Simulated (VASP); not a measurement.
Input of a VASP 6.6.1 run:

INCAR

```
PREC = Accurate
ENCUT = 520
EDIFF = 1E-6
ISMEAR = -1
SIGMA = 0.15
LREAL = False
LASPH = True
NELM = 150
ALGO = Normal
ISIF = 2
LWAVE = False
LCHARG = True
MAGMOM = 0 0 0
LORBIT = 11
LSORBIT = True
GGA_COMPAT = False
LORBMOM = True
GGA = PE
LVHAR = True
NBANDS = 25
```

KPOINTS

```
Automatic mesh
0
Gamma
  4 4 4
```

Contents of POSCAR:

```
Ge
1.0
    0.0000000000      2.1400000000      2.1400000000
    2.1400000000      0.0000000000      2.1400000000
    2.1400000000      2.1400000000      0.0000000000
Ge
1
Direct
    0.0000000000      0.0000000000      0.0000000000
```

Potentials or basis: VASP PAW PBE potentials, release 64 (Ge_d).

Run with:

```sh
$ cat potpaw_PBE.64/Ge_d/POTCAR > POTCAR
$ mpirun -np 1 vasp_ncl > vasp.out
```

Task: Estimate the pressure.

Result: 0.1 GPa.

Task: Predict the net moment.

Result: 0.00 μB per cell.

Moments on the atoms (μB; x, y, z):
```
Ge  0.00 0.00 0.00
```

Caveat: the k points lie up to 0.64 Å⁻¹ apart.
